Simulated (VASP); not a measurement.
Set up this calculation in VASP 6.6.1, as the native input.

```
Task                   : single point
Functional             : PBEsol
Potentials or basis    : VASP PAW PBE potentials, release 64 (W_sv, S)
Cutoff                 : 520 eV
k mesh                 : 12 × 12 × 2
Occupations            : gaussian, width 0.02 eV
Spin                   : no spin polarisation
Dipole correction      : no
Further INCAR settings : ALGO = Normal; EDIFF = 1e-07; NBANDS = 35
```

The structure of WS2 lies in POSCAR:

```
WS2
1.0
    3.1224633801      0.0000000000      0.0000000000
   -1.5612316900      2.7041326096      0.0000000000
    0.0000000000      0.0000000000     11.9401889158
W S
2 4
Direct
    0.3333333333      0.6666666667      0.2500000000
    0.6666666667      0.3333333333      0.7500000000
    0.3333333333      0.6666666667      0.6184234477
    0.6666666667      0.3333333333      0.1184234477
    0.3333333333      0.6666666667      0.8815765523
    0.6666666667      0.3333333333      0.3815765523
```

These files were run (other wordings do the same):

INCAR

```
PREC = Accurate ; ENCUT = 520
EDIFF = 1E-7 ; ISMEAR = 0
SIGMA = 0.02 ; LREAL = False
LASPH = True ; NELM = 100
ALGO = Normal ; ISIF = 2
LWAVE = False ; LCHARG = True
GGA = PS ; LELF = True
LVHAR = True ; NBANDS = 35
```

KPOINTS

```
Automatic mesh
0
Gamma
  12 12 2
```

Potentials or basis: VASP PAW PBE potentials, release 64 (W_sv, S).

Run with:

```sh
$ cat potpaw_PBE.64/W_sv/POTCAR potpaw_PBE.64/S/POTCAR > POTCAR
$ mpirun -np 1 vasp_std > vasp.out
```

It gave:

```json
{
  "Pressure": "3.1 GPa",
  "Largest force": "0.021 eV/Å",
  "Band gap on the k mesh": "0.77 eV (least direct gap 1.91 eV)"
}
```

Caveat: the cell stands under pressure; the PAW data sets were made with another functional, which shifts forces and pressure a little; spin-orbit coupling is left out, which moves the levels of the heavy elements.

Wall time 64 s on 1 thread of Intel(R) Xeon(R) 6975P-C (Granite Rapids), on a shared host, peak memory 0.27 GiB.
